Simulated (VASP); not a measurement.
# CaO (Fm-3m) in VASP: dielectric tensor with PBE+D4

Aim: the dielectric tensor of CaO with PBE+D4.

Everything below comes from runs of VASP 6.6.1. Logs are shortened: lines on timing, memory, paths and dates and some standing lists are left out, and cuts for length are marked.

## 1. The cell of the first run

The structure is cubic, space group Fm-3m (No. 225). Conventional cell: a = 4.813 Å, b = 4.813 Å, c = 4.813 Å, α = 90.00°, β = 90.00°, γ = 90.00°. Ca (site symmetry m-3m) has 6 O at 2.41 Å within 3.2 Å. O (site symmetry m-3m) has 6 Ca at 2.41 Å within 3.2 Å.

## 2. Dielectric tensor, PBE+D4

Contents of INCAR:

```
SYSTEM = CaO
PREC = Accurate
ENCUT = 520
EDIFF = 1E-8
ISMEAR = 0
SIGMA = 0.01
LREAL = .FALSE.
LASPH = .TRUE.
NELM = 120
ALGO = Normal
ISIF = 2
LWAVE = .FALSE.
LCHARG = .FALSE.
GGA = PE
IVDW = 13
LEPSILON = .TRUE.
GGA_COMPAT = .FALSE.
```

Contents of KPOINTS:

```
Automatic mesh
0
G
  6 6 6
  0 0 0
```

Contents of POSCAR:

```
CaO
1.0
    0.0000000000      2.4065000000      2.4065000000
    2.4065000000      0.0000000000      2.4065000000
    2.4065000000      2.4065000000      0.0000000000
Ca O
1 1
Direct
    0.0000000000      0.0000000000      0.0000000000
    0.5000000000      0.5000000000      0.5000000000
```

Potentials or basis: VASP PAW PBE potentials, release 64 (Ca_sv, O).

The run is started by

```sh
> cat potpaw_PBE.64/Ca_sv/POTCAR potpaw_PBE.64/O/POTCAR > POTCAR
> mpirun -np 1 vasp_std > vasp.out
```

OUTCAR:

```text
SYSTEM = CaO
   PREC = Accurate
   ENCUT = 520
   EDIFF = 1E-8
   ISMEAR = 0
   LREAL = .FALSE.
   LASPH = .TRUE.
   NELM = 120
   ISIF = 2
   GGA = PE
   IVDW = 13
   LEPSILON = .TRUE.

 ion  position               nearest neighbor table
   1  0.000  0.000  0.000-   2 2.41   2 2.41   2 2.41   2 2.41   2 2.41   2 2.41
   2  0.500  0.500  0.500-   1 2.41   1 2.41   1 2.41   1 2.41   1 2.41   1 2.41

  LATTYP: Found a face centered cubic cell.
 ALAT       =     4.8130000000

  Lattice vectors:

 A1 = (   0.0000000000,   2.4065000000,   2.4065000000)
 A2 = (   2.4065000000,   0.0000000000,   2.4065000000)
 A3 = (   2.4065000000,   2.4065000000,   0.0000000000)

Analysis of symmetry for initial positions (statically):
=====================================================================
 Subroutine PRICEL returns:
 Original cell was already a primitive cell.

 Routine SETGRP: Setting up the symmetry group for a
 face centered cubic supercell.

 Subroutine GETGRP returns: Found 48 space group operations
 (whereof 48 operations were pure point group operations)
 out of a pool of 48 trial point group operations.

The static configuration has the point symmetry O_h .

Analysis of symmetry for dynamics (positions and initial velocities):
=====================================================================
 Subroutine PRICEL returns:
 Original cell was already a primitive cell.

 Routine SETGRP: Setting up the symmetry group for a
 face centered cubic supercell.

 Subroutine GETGRP returns: Found 48 space group operations
 (whereof 48 operations were pure point group operations)
 out of a pool of 48 trial point group operations.

The dynamic configuration has the point symmetry O_h .

 Subroutine INISYM returns: Found 48 space group operations
 (whereof 48 operations are pure point group operations),
 and found     1 'primitive' translations

----------------------------------------------------------------------------------------

                                     Primitive cell
[... 382 lines left out ...]
  energy-cutoff  :      520.00
  volume of cell :       27.87
      direct lattice vectors                 reciprocal lattice vectors
     0.000000000  2.406500000  2.406500000    -0.207770621  0.207770621  0.207770621
     2.406500000  0.000000000  2.406500000     0.207770621 -0.207770621  0.207770621
     2.406500000  2.406500000  0.000000000     0.207770621  0.207770621 -0.207770621

 POSITION                                       TOTAL-FORCE (eV/Angst)
 -----------------------------------------------------------------------------------
      0.00000      0.00000      0.00000        -0.000000      0.000000     -0.000000
      2.40650      2.40650      2.40650         0.000000     -0.000000      0.000000
 -----------------------------------------------------------------------------------
    total drift:                                0.000000      0.000000      0.000000

  FREE ENERGIE OF THE ION-ELECTRON SYSTEM (eV)
  ---------------------------------------------------
  free  energy   TOTEN  =       -13.1277708924 eV

  energy  without entropy=      -13.1277708924  energy(sigma->0) =      -13.12777089

 HEAD OF MICROSCOPIC STATIC DIELECTRIC TENSOR (INDEPENDENT PARTICLE, excluding Hartree and local field effects)
 ------------------------------------------------------
           3.929001    -0.000000     0.000000
           0.000000     3.929001     0.000000
          -0.000000    -0.000000     3.929001
 ------------------------------------------------------

 Free energy of the ion-electron system (eV)
  ---------------------------------------------------
  ---------------------------------------------------
  free energy    TOTEN  =        -0.23681723 eV

  energy without entropy =       -0.23681723

------------------------ aborting loop because EDIFF is reached ----------------------------------------

  DFT-D4 for vdW energy calculation

  Edisp (eV):   -0.32520
[... 7 lines left out ...]
  Edisp (eV):   -0.32520

--------------------------------------- Ionic step        3  -------------------------------------------

 Free energy of the ion-electron system (eV)
  ---------------------------------------------------
  ---------------------------------------------------
  free energy    TOTEN  =        -0.23681728 eV

  energy without entropy =       -0.23681728

------------------------ aborting loop because EDIFF is reached ----------------------------------------

  DFT-D4 for vdW energy calculation

  Edisp (eV):   -0.32520

 PIEZOELECTRIC TENSOR FIELD DIRECTION 3  (e Angst)
 -----------------------------------------------------------------------------
     0.00012  0.00000  0.00000           ( -0.00001  0.00000  0.00000)
     0.00000  0.00012 -0.00000           (  0.00000 -0.00001  0.00000)
    -0.00000  0.00000 -0.00110           (  0.00000  0.00000 -0.00000)

 PIEZOELECTRIC TENSOR FIELD DIRECTION 3  (C/m^2)
 -----------------------------------------------------------------------------
     0.00007  0.00000  0.00000
     0.00000  0.00007 -0.00000
    -0.00000  0.00000 -0.00063

 MACROSCOPIC STATIC DIELECTRIC TENSOR (including local field effects in DFT)
 ------------------------------------------------------
           3.800671    -0.000000     0.000000
          -0.000000     3.800671     0.000000
          -0.000000     0.000000     3.800671
 ------------------------------------------------------

 PIEZOELECTRIC TENSOR (including local field effects)  for field in x, y, z        (e  Angst)
          XX          YY          ZZ          XY          YZ          ZX
  --------------------------------------------------------------------------------
  x     0.00000     0.00000     0.00000     0.00000     0.00000     0.00000
  y     0.00000     0.00000     0.00000     0.00000     0.00000     0.00000
  z     0.00000     0.00000     0.00000     0.00000     0.00000     0.00000

 PIEZOELECTRIC TENSOR (including local field effects)  for field in x, y, z        (C/m^2)
          XX          YY          ZZ          XY          YZ          ZX
  --------------------------------------------------------------------------------
  x     0.00000     0.00000     0.00000     0.00000     0.00000     0.00000
  y     0.00000     0.00000     0.00000     0.00000     0.00000     0.00000
  z     0.00000     0.00000     0.00000     0.00000     0.00000     0.00000

 BORN EFFECTIVE CHARGES (including local field effects) (in |e|, cummulative output)
 ---------------------------------------------------------------------------------
 ion    1
    1     2.35835    -0.00000     0.00000
    2     0.00000     2.35835     0.00000
    3     0.00000     0.00000     2.35835
 ion    2
    1    -2.35835     0.00000     0.00000
    2    -0.00000    -2.35835     0.00000
    3     0.00000     0.00000    -2.35835
```

OSZICAR:

```text
N       E                     dE             d eps       ncg     rms          rms(c)
DAV:   1     0.127408089178E+03    0.12741E+03   -0.86755E+03   384   0.136E+03
DAV:   2    -0.808840907443E+01   -0.13550E+03   -0.12859E+03   448   0.339E+02
DAV:   3    -0.142854331086E+02   -0.61970E+01   -0.61598E+01   488   0.748E+01
[... 12 lines left out ...]
RMM:  11    -0.236815619288E+00   -0.50402E-05   -0.13932E-05  1645   0.344E-03    0.917E-05
RMM:  12    -0.236815914823E+00   -0.29553E-06   -0.43158E-06  1577   0.163E-03    0.213E-04
RMM:  13    -0.236817035436E+00   -0.11206E-05   -0.30255E-06  1561   0.867E-04    0.312E-05
RMM:  14    -0.236817215833E+00   -0.18040E-06   -0.14926E-06  1443   0.419E-04    0.170E-05
RMM:  15    -0.236817092009E+00    0.12382E-06   -0.72307E-07  1210   0.221E-04    0.155E-05
RMM:  16    -0.236817279448E+00   -0.18744E-06   -0.29696E-07  1174   0.141E-04    0.941E-06
```

Run time: 3 min. Hardware: 1 thread of AMD EPYC 7R13 (Zen 3), shared host; peak memory 0.15 GiB.

What came out:

| Quantity | Value |
| --- | --- |
| Band gap on the k mesh | 3.64 eV (least direct gap 4.01 eV) |
| Electronic dielectric tensor (diagonal) | 3.80 |
| Born charges (mean of the diagonal) | Ca +2.36; O -2.36 e |
| Dispersion energy per atom | -0.163 eV |

Electronic dielectric tensor:
```
3.80 0.00 0.00
0.00 3.80 0.00
0.00 0.00 3.80
```

Born effective charge tensors (e):
atom 1, Ca
```
2.36 0.00 0.00
0.00 2.36 0.00
0.00 0.00 2.36
```
atom 2, O
```
-2.36  0.00  0.00
 0.00 -2.36  0.00
 0.00  0.00 -2.36
```

A k mesh can miss the band edges.
